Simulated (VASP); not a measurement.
# AlPt2S3: single point with PBE

The system is AlPt2S3.

```
CELL_PARAMETERS angstrom
6.65822 0.42208 0.17866
0.86224 6.10323 -0.52555
-0.29686 -0.10671 6.19582
ATOMIC_POSITIONS crystal
Pt 0.40442 0.45292 0.57881
Pt 0.51678 0.03846 0.22715
Pt 0.71899 0.20033 0.86952
Pt 0.00713 0.28043 0.52026
S 0.81102 0.48805 0.19681
S 0.12709 0.08172 0.93847
S 0.63586 0.70685 0.80238
S 0.43857 0.61922 0.20014
S 0.33154 0.92204 0.56959
S 0.93699 0.82691 0.64496
Al 0.08909 0.50661 0.94446
Al 0.94779 0.89407 0.27105
```

```
Program                : VASP 6.6.1
Task                   : single point
Functional             : PBE
Potentials or basis    : VASP PAW PBE potentials, release 64 (Pt, S, Al)
Cutoff                 : 520 eV
k mesh                 : 2 × 3 × 3
Occupations            : methfessel-paxton, width 0.15 eV
Spin                   : no spin polarisation
Dipole correction      : no
Further INCAR settings : ALGO = Normal; EDIFF = 1e-06; NBANDS = 53
```

The pressure is -13.6 GPa. The largest force is 1.547 eV/Å and the band gap on the k mesh is zero (bands 41 and 42 overlap by 0.26 eV).

Forces on the atoms (eV/Å):
```
Pt   0.457  0.114  0.299
Pt  -0.034 -0.699  0.438
Pt   1.092  0.011  0.499
Pt   0.356 -0.136 -0.342
S    0.943 -1.104  0.536
S   -0.136  0.916  0.419
S   -0.356 -0.376 -0.979
S   -0.612  0.569  0.584
S    0.058  0.888 -0.980
S   -1.394 -0.285  0.285
Al   0.395 -0.812 -0.700
Al  -0.769  0.913 -0.060
```

Stress tensor (GPa, compression positive):
```
-13.76  -1.69   0.49
 -1.69 -13.30   1.38
  0.49   1.38 -13.88
```

Levels at points of the mesh, in eV from the Fermi level:
```csv
k point,band 37,band 38,band 39,band 40,band 41,band 42,band 43,band 44,band 45,band 46
"(0.00, 0.00, 0.00)",-0.75,-0.55,-0.52,-0.29,-0.22,0.05,0.21,0.44,0.73,0.83
"(0.50, 0.00, 0.00)",-0.93,-0.60,-0.51,-0.42,-0.27,-0.16,0.03,0.84,1.09,1.20
```

Wall time 4.3 min on 1 thread of Oxide Virtual Turin-like Processor, with other jobs on the host, peak memory 0.34 GiB.

Caveat: the k points lie up to 0.48 Å⁻¹ apart; spin-orbit coupling is left out, which moves the levels of the heavy elements.
